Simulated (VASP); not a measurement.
# SnO2 (P2_1/c) in VASP: single point with r2SCAN

Aim: the single point of SnO2 with r2SCAN.

Everything below comes from runs of VASP 6.6.1. Logs are shortened: lines on timing, memory, paths and dates and some standing lists are left out, and cuts for length are marked.

## Step 1: The cell of the first run

Symmetry: P2_1/c, No. 14, monoclinic system. The conventional cell has a = 3.201 Å, b = 4.760 Å, c = 5.637 Å, α = 90.00°, β = 122.43°, γ = 90.00°. Within 2.7 Å of Sn (site symmetry -1) lie 6 O at 2.04 to 2.09 Å. Within 2.7 Å of O (site symmetry 1) lie 3 Sn at 2.04 to 2.09 Å and 1 O at 2.61 Å.

## Step 2: Single point, r2SCAN (strain +0.0375 x Voigt [0, 0, 0, 0, 1, 0])

Input file POSCAR:

```
SnO2
1.0
    4.7602164773      0.0000000000      0.0892540589
    0.0000000000      4.7602164773      0.0000000000
    0.0600105956      0.0000000000      3.2005650988
Sn O
2 4
Direct
    0.0000000000      0.0000000000      0.0000000000
    0.5000000000      0.5000000000      0.5000000000
    0.3058934984      0.3058934984      0.0000000000
    0.1941065016      0.8058934984      0.5000000000
    0.6941065016      0.6941065016      0.0000000000
    0.8058934984      0.1941065016      0.5000000000
```

Input file INCAR.step1:

```
SYSTEM = SnO2
ALGO = Normal
EDIFF = 1E-4
ENCUT = 520
GGA = PE
ISMEAR = 0
LASPH = .True.
LCHARG = .False.
LREAL = .False.
LWAVE = .True.
NBANDS = 35
NELM = 100
PREC = Accurate
SIGMA = 0.05
```

Input file INCAR.step2:

```
SYSTEM = SnO2
ALGO = Normal
EDIFF = 1E-6
ENCUT = 520
ISIF = 2
ISMEAR = 0
ISTART = 1
LASPH = .True.
LCHARG = .True.
LELF = .True.
LMIXTAU = .True.
LREAL = .False.
LVHAR = .True.
LWAVE = .False.
METAGGA = R2SCAN
NBANDS = 35
NELM = 100
PREC = Accurate
SIGMA = 0.05
```

Input file KPOINTS:

```
k-points
0
Gamma
  6 6 8
  0 0 0
```

Potentials or basis: VASP PAW PBE potentials, release 64 (Sn_d, O).

Run with:

```sh
> cat potpaw_PBE.64/Sn_d/POTCAR potpaw_PBE.64/O/POTCAR > POTCAR
> cp INCAR.step1 INCAR
> mpirun -np 1 vasp_std > vasp.out
> cp INCAR.step2 INCAR
> mpirun -np 1 vasp_std > vasp.out
```

OUTCAR:

```text
SYSTEM = SnO2
   EDIFF = 1E-6
   ENCUT = 520
   ISIF = 2
   ISMEAR = 0
   ISTART = 1
   LASPH = .True.
   LREAL = .False.
   METAGGA = R2SCAN
   NELM = 100
   PREC = Accurate

 ion  position               nearest neighbor table
   1  0.000  0.000  0.000-   6 2.04   4 2.04   3 2.06   5 2.06   4 2.09   6 2.09   2 3.69   2 3.69
                             2 3.69   2 3.69
   2  0.500  0.500  0.500-   3 2.04   5 2.04   6 2.06   4 2.06   3 2.09   5 2.09   1 3.69   1 3.69
                             1 3.69   1 3.69
   3  0.306  0.306  0.000-   2 2.04   1 2.06   2 2.09
   4  0.194  0.806  0.500-   1 2.04   2 2.06   1 2.09
   5  0.694  0.694  0.000-   2 2.04   1 2.06   2 2.09
   6  0.806  0.194  0.500-   1 2.04   2 2.06   1 2.09

  LATTYP: Found a simple monoclinic cell.
 ALAT       =     3.2011276487
 B/A-ratio  =     1.4870436295
 C/A-ratio  =     1.4873050009
 COS(beta)  =    -0.0374868210

  Lattice vectors:

 A1 = (   0.0600105956,   0.0000000000,   3.2005650988)
 A2 = (   0.0000000000,   4.7602164773,   0.0000000000)
 A3 = (  -4.7602164773,   0.0000000000,  -0.0892540589)

Analysis of symmetry for initial positions (statically):
=====================================================================
 Subroutine PRICEL returns:
 Original cell was already a primitive cell.

 Routine SETGRP: Setting up the symmetry group for a
 simple monoclinic supercell.

 Subroutine GETGRP returns: Found  4 space group operations
 (whereof  2 operations were pure point group operations)
 out of a pool of  4 trial point group operations.

The static configuration has the point symmetry S_2 .
 The point group associated with its full space group is C_2h.

Analysis of symmetry for dynamics (positions and initial velocities):
=====================================================================
 Subroutine PRICEL returns:
 Original cell was already a primitive cell.

 Routine SETGRP: Setting up the symmetry group for a
 simple monoclinic supercell.

 Subroutine GETGRP returns: Found  4 space group operations
 (whereof  2 operations were pure point group operations)
 out of a pool of  4 trial point group operations.

The dynamic configuration has the point symmetry S_2 .
 The point group associated with its full space group is C_2h.

 Subroutine INISYM returns: Found  4 space group operations
 (whereof  2 operations are pure point group operations),
 and found     1 'primitive' translations

[... 96 lines left out ...]
   ISPIN  =      1    spin polarized calculation?
   LNONCOLLINEAR =      F non collinear calculations
   LSORBIT =      F    spin-orbit coupling
   LASPH  =      T    aspherical Exc in radial PAW
   ENCUT  =  520.0 eV  38.22 Ry    6.18 a.u.   8.85  8.85  5.95*2*pi/ulx,y,z
   NELM   =    100;   NELMIN=  2; NELMDL=  0     # of ELM steps
   EDIFF  = 0.1E-05   stopping-criterion for ELM
   LREAL  =      F    real-space projection
[... 7 lines left out ...]
   TEBEG  =    0.0;   TEEND  =   0.0 temperature during run
   PSTRESS=    0.0 pullay stress
   NELECT =      52.0000    total number of electrons
   NUPDOWN=      -1.0000    fix difference up-down
   EMIN   =  10.00;   EMAX   =-10.00  energy-range for DOS
   EFERMI =   0.00;   METHOD = LEGACY
   ISMEAR =     0;   SIGMA  =   0.05  broadening in eV -4-tet -1-fermi 0-gaus
   EFERMI_NEDOS =   21; number of points for ismear=-14 and -15
   IALGO  =     38    algorithm
   IMIX   =      4    mixing-type and parameters
     AMIX     =   0.40;   BMIX     =  1.00
     AMIX_MAG =   1.60;   BMIX_MAG =  1.00
  volume/ion in A,a.u.               =      12.08        81.54
  Fermi-wavevector in a.u.,A,eV,Ry     =   1.465436  2.769272 29.218543  2.147502
  Thomas-Fermi vector in A             =   2.581293
   LORBIT       =      0    0 simple, 1 ext, 2 COOP (PROOUT), +10 PAW based schemes
   METAGGA = R2SCAN    functional components
   LHFCALC =     F    Hartree Fock is set to
   AEXX    =    0.0000 exact exchange contribution
   IVDW    =     0    specifies the selected vdW correction
   LEPSILON=     F    determine dielectric tensor
   LRPA    =     F    only Hartree local field effects (RPA)
 non-spin polarized calculation
 Gauss-broadening in eV      SIGMA  =   0.05
  energy-cutoff  :      520.00
  volume of cell :       72.50
 maximum number of plane-waves:      1974
   NGX = 17   NGY = 17   NGZ = 11

 number of electron      51.9999993 magnetization

 Free energy of the ion-electron system (eV)
  ---------------------------------------------------
  ext. energy  EPLUGINS =         0.00000000
  ---------------------------------------------------
  free energy    TOTEN  =       -84.59082618 eV

  energy without entropy =      -84.59082618  energy(sigma->0) =      -84.59082618

 E-fermi :   5.8733     XC(G=0): -11.9708

 val. band max:        5.5704440314   @ k =   0.0000   0.0000   0.0000
 cond. band min:       7.3634627083   @ k =   0.0000   0.0000   0.0000
 fundamental gap:      1.7930186769
 Fermi energy:         5.8733122527

 k-point     1 :       0.0000    0.0000    0.0000
  band No.  band energies     occupation
      1     -16.1812      2.00000
      2     -15.2736      2.00000
      3     -14.9871      2.00000
      4     -14.9643      2.00000
      5     -14.9405      2.00000
      6     -14.8848      2.00000
[... 901 lines left out ...]
     34      18.5347      0.00000
     35      18.7810      0.00000

 [... further k-points ...]

------------------------ aborting loop because EDIFF is reached ----------------------------------------

  FORCE on cell =-STRESS in cart. coord.  units (eV):
  Direction    XX          YY          ZZ          XY          YZ          ZX
  --------------------------------------------------------------------------------------
  -------------------------------------------------------------------------------------
  Total        0.5450093      0.5150406      0.8173755      0.0000000      0.0000000     -2.0560164
  in kB       12.0444552     11.3821594     18.0636219      0.0000000      0.0000000    -45.4370157
  external PRESSURE =      13.8300788 kB  Pullay stress =       0.0000000 kB

 VOLUME and BASIS-vectors are now :
 -----------------------------------------------------------------------------
  energy-cutoff  :      520.00
  volume of cell :       72.50
      direct lattice vectors                 reciprocal lattice vectors
     4.760216477  0.000000000  0.089254059     0.210148360  0.000000000 -0.003940282
     0.000000000  4.760216477  0.000000000     0.000000000  0.210074480  0.000000000
     0.060010596  0.000000000  3.200565099    -0.005860401  0.000000000  0.312554707

 POSITION                                       TOTAL-FORCE (eV/Angst)
 -----------------------------------------------------------------------------------
      0.00000      0.00000      0.00000        -0.000000      0.000000      0.000000
      2.41011      2.38011      1.64491         0.000000      0.000000      0.000000
      1.45612      1.45612      0.02730        -0.034258     -0.031095      0.208328
      0.95399      3.83623      1.61761         0.034258     -0.031095     -0.208328
      3.30410      3.30410      0.06195         0.034258      0.031095     -0.208328
      3.86623      0.92399      1.67221        -0.034258      0.031095      0.208328
 -----------------------------------------------------------------------------------
    total drift:                                0.000000      0.000000      0.000000

  FREE ENERGIE OF THE ION-ELECTRON SYSTEM (eV)
  ---------------------------------------------------
  free  energy   TOTEN  =       -84.5908261755 eV

  energy  without entropy=      -84.5908261755  energy(sigma->0) =      -84.59082618
```

Wall time 12 min (1 thread of Intel Xeon 8259CL, shared host); peak memory 0.33 GiB.

What came out:

```
Free energy            : -84.5908 eV
Pressure               : 1.4 GPa
Largest force          : 0.213 eV/Å
Band gap on the k mesh : 1.79 eV
```

Forces in eV/Å, atoms in the order of the input:
```
Sn   0.000  0.000  0.000
Sn   0.000  0.000  0.000
O   -0.034 -0.031  0.208
O    0.034 -0.031 -0.208
O    0.034  0.031 -0.208
O   -0.034  0.031  0.208
```

Caveat: the cell differs from its parent crystal (strain +0.0375 x Voigt [0, 0, 0, 0, 1, 0]); the PAW data sets were made with another functional, which shifts forces and pressure a little; spin-orbit coupling is left out, which moves the levels of the heavy elements.
